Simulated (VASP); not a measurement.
Write the native input for VASP 6.6.1 that does the following.

| Item | Value |
| --- | --- |
| Task | single point |
| Functional | PBE |
| Dispersion | D3(BJ) |
| Potentials or basis | VASP PAW PBE potentials, release 64 (Pb_d, O) |
| Cutoff | 520 eV |
| k mesh | 6 × 6 × 1 |
| Occupations | gaussian, width 0.02 eV |
| Spin | no spin polarisation |
| Dipole correction | yes |
| Further INCAR settings | ALGO = Normal; EDIFF = 1e-06; NBANDS = 28 |

The structure of PbO lies in POSCAR:

```
PbO
1.0
    4.1190000000      0.0000000000      0.0000000000
    0.0000000000      4.1190000000      0.0000000000
    0.0000000000      0.0000000000     30.7493267952
Pb O
2 2
Direct
    0.5000000000      0.0000000000      0.4580316015
    0.0000000000      0.5000000000      0.5419683985
    0.0000000000      0.0000000000      0.5000000000
    0.5000000000      0.5000000000      0.5000000000
```

These files were run (other wordings do the same):

INCAR

```
SYSTEM = PbO
PREC = Accurate
ENCUT = 520
EDIFF = 1E-6
ISMEAR = 0
SIGMA = 0.02
LREAL = .FALSE.
LASPH = .TRUE.
NELM = 100
ALGO = Normal
ISIF = 2
LWAVE = .FALSE.
LCHARG = .TRUE.
LDIPOL = .TRUE.
IDIPOL = 3
DIPOL = 0.5 0.5 0.500
GGA = PE
IVDW = 12
LELF = .TRUE.
LVHAR = .TRUE.
LVACPOTAV = .TRUE.
NBANDS = 28
```

KPOINTS

```
Automatic mesh
0
G
  6 6 1
  0 0 0
```

Potentials or basis: VASP PAW PBE potentials, release 64 (Pb_d, O).

Command:

```sh
$ cat potpaw_PBE.64/Pb_d/POTCAR potpaw_PBE.64/O/POTCAR > POTCAR
$ mpirun -np 1 vasp_std > vasp.out
```

Results of the run:

The largest force is 1.557 eV/Å. The band gap on the k mesh is 2.41 eV (least direct gap 2.45 eV) and the dispersion energy per atom is -0.129 eV.

Caveat: spin-orbit coupling is left out, which moves the levels of the heavy elements.

Wall time 2.6 min on 1 thread of Intel(R) Xeon(R) 6975P-C (Granite Rapids) (shared host), peak memory 0.6 GiB.
